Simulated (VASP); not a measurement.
Sb, 1 atom in the cell. It takes space group Fm-3m (No. 225, cubic). Conventional cell: a = 4.820 Å, b = 4.820 Å, c = 4.820 Å, α = 90.00°, β = 90.00°, γ = 90.00°. Within 4.5 Å of Sb (site symmetry m-3m) lie 12 Sb at 3.41 Å. This isn't the form of Sb at room conditions, which is rhombohedral.

```yaml
Program: VASP 6.6.1
Task: relaxation of cell and atoms
Functional: PBE
Potentials_or_basis: VASP PAW PBE potentials, release 64 (Sb)
Cutoff: 600 eV
k_mesh: 15 × 15 × 15
Occupations: fermi-dirac, width 0.05 eV
Spin: no spin polarisation
Dipole_correction: no
Further_INCAR_settings: ALGO = Normal; EDIFF = 1e-06; IBRION = 2; EDIFFG = -0.005; NSW = 60; ISIF = 3
```

Potentials or basis: VASP PAW PBE potentials, release 64 (Sb).

The run is started by

```console
$ cat potpaw_PBE.64/Sb/POTCAR > POTCAR
$ mpirun -np 1 vasp_std > vasp.out
```

Hardware: 1 thread of AMD EPYC 7R13, on a shared host.

Q: Estimate the wall time of this run.

A: Wall time 45 s on 1 thread of AMD EPYC 7R13 (shared host), peak memory 0.14 GiB. Counts: scf iterations 19, k points 120, ion steps 3.
